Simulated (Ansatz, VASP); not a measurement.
## Two plane-wave programs on MgS

File POSCAR:

```
MgS
1.0
    3.6109100000      0.0000000000      0.0000000000
   -1.8054500000      3.1271400000      0.0000000000
    0.0000000000      0.0000000000      3.3052600000
Mg S
1 1
Direct
    0.0000000000      0.0000000000      0.5000000000
    0.6666700000      0.3333300000      0.0000000000
```

File INCAR.step1:

```
ALGO = Normal ; EDIFF = 1E-5
ENCUT = 520 ; GGA = PE
ISIF = 2 ; ISMEAR = -1
LASPH = T ; LREAL = F
LWAVE = T ; NBANDS = 11
NELM = 60 ; PREC = Accurate
SIGMA = 0.05
```

INCAR.step2

```
AEXX = 1.0 ; AGGAC = 0.0
ALDAC = 0.0 ; ALGO = Normal
EDIFF = 1E-7 ; ENCUT = 520
GGA = PE ; ISIF = 2
ISMEAR = -1 ; ISTART = 1
LASPH = T ; LCHARG = T
LELF = T ; LHFCALC = T
LREAL = F ; LVHAR = T
LWAVE = F ; NBANDS = 11
NELM = 60 ; PREC = Accurate
PRECFOCK = Normal ; SIGMA = 0.05
```

KPOINTS

```
k-points
0
Gamma
  5 5 4
```

File input:

```
crystal:
  lattice:
    - [3.61091, 0.0, 0.0]
    - [-1.80545, 3.12714, 0.0]
    - [0.0, 0.0, 3.30526]
  atoms:
    - { symbol: Mg, position: [0.0, 0.0, 0.5] }
    - { symbol: S, position: [0.66667, 0.33333, 0.0] }
hamiltonian:
  xc: hf
  pseudopotentials: { kind: paw }
kpoints:
  mp_grid: { grid: [5, 5, 4] }
  band_path:
    path:
      - [[0.0, 0.0, 0.0], [0.5, 0.0, 0.0], [0.3333333333, 0.3333333333, 0.0], [0.0, 0.0, 0.0], [0.0, 0.0, 0.5], [0.5, 0.0, 0.5], [0.3333333333, 0.3333333333, 0.5], [0.0, 0.0, 0.5]]
      - [[0.5, 0.0, 0.5], [0.5, 0.0, 0.0]]
      - [[0.3333333333, 0.3333333333, 0.0], [0.3333333333, 0.3333333333, 0.5]]
    npoints: 4
scf:
  occupations: { method: fermi_dirac, width: 0.05 }
  n_extra_bands: 6
output:
  forces: true
  stress: true
  eigenvalues: true
  fatbands: false
```

Alike in both runs: functional HF; k mesh 5 × 5 × 4; occupations fermi-dirac, width 0.05 eV; no spin polarisation.

|  | VASP | Ansatz |
| --- | --- | --- |
| version | VASP 6.6.1 | Ansatz 0.2.0 |
| potentials or method | VASP PAW PBE potentials, release 64 (Mg, S) | Ansatz PAW |
| plane-wave cutoff (eV) | 520 | 420 |
| valence electrons in the cell | 8 | 16 |
| task | single point | band structure |

Ansatz gave:

| Quantity | Value |
| --- | --- |
| gap on the k mesh at the Fermi level (eV) | 8.59 |
| pressure (GPa) | 2.6 |
| traceless stress, the component that is largest in VASP (GPa) | -0.10 |

**Question.** Which values does VASP return?

**Answer.** gap on the k mesh at the Fermi level (eV): 8.54; pressure (GPa): 2.1; traceless stress, the component that is largest in VASP (GPa): -0.12.

VASP's potentials were made for PBE, not for HF. VASP's potentials hold 8 valence electrons a cell and Ansatz's 16, so a difference there can come from the potentials and not from the codes.

The k mesh is coarse, so the values compare programs but aren't converged.
